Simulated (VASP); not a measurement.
Input of a VASP 6.6.1 run:

The input INCAR:

```
SYSTEM = Tl
PREC     = Accurate       ! precision mode
ENCUT    = 600            ! plane-wave cutoff, eV
EDIFF    = 1E-6           ! SCF threshold, eV
ISMEAR   = -1             ! smearing method
SIGMA    = 0.05           ! smearing width, eV
LREAL    = .FALSE.        ! projectors in reciprocal space
LASPH    = .TRUE.         ! aspherical terms in the spheres
NELM     = 60             ! most SCF steps
ALGO     = Normal         ! electronic algorithm
ISIF     = 8              ! what is computed and relaxed
LWAVE    = .FALSE.        ! write WAVECAR
LCHARG   = .FALSE.        ! write CHGCAR
GGA      = PS             ! functional
IBRION   = 2              ! ionic algorithm
NSW      = 80             ! ionic steps
EDIFFG   = -0.01          ! ionic threshold
```

File KPOINTS:

```
regular mesh
0
G
  7 7 4
  0 0 0
```

File POSCAR:

```
Tl
1.0
    3.4560000000      0.0000000000      0.0000000000
   -1.7280000000      2.9929800000      0.0000000000
    0.0000000000      0.0000000000      5.5250000000
Tl
2
Direct
    0.3333333333      0.6666666667      0.2500000000
    0.6666666667      0.3333333333      0.7500000000
```

Potentials or basis: VASP PAW PBE potentials, release 64 (Tl_d).

Run with:

```bash
$ cat potpaw_PBE.64/Tl_d/POTCAR > POTCAR
$ mpirun -np 1 vasp_std > vasp.out
```

(1) What does it give for the relaxed volume?

(2) Predict the band gap on the k mesh.

(3) Estimate the relaxed cell.

(4) Predict the space group after relaxing (to 0.05 Å).

## Answers

(1) 28.64 Å³/atom.

(2) zero (band 13 reaches 9.83 eV, above the bottom of band 14 at 4.42 eV).

(3) a = 3.459 Å, b = 3.459 Å, c = 5.529 Å, α = 90.00°, β = 90.00°, γ = 120.00°.

(4) P6_3/mmc (No. 194).

Caveat: the PAW data sets were made with another functional, which shifts forces and pressure a little; spin-orbit coupling is left out, which moves the levels of the heavy elements.
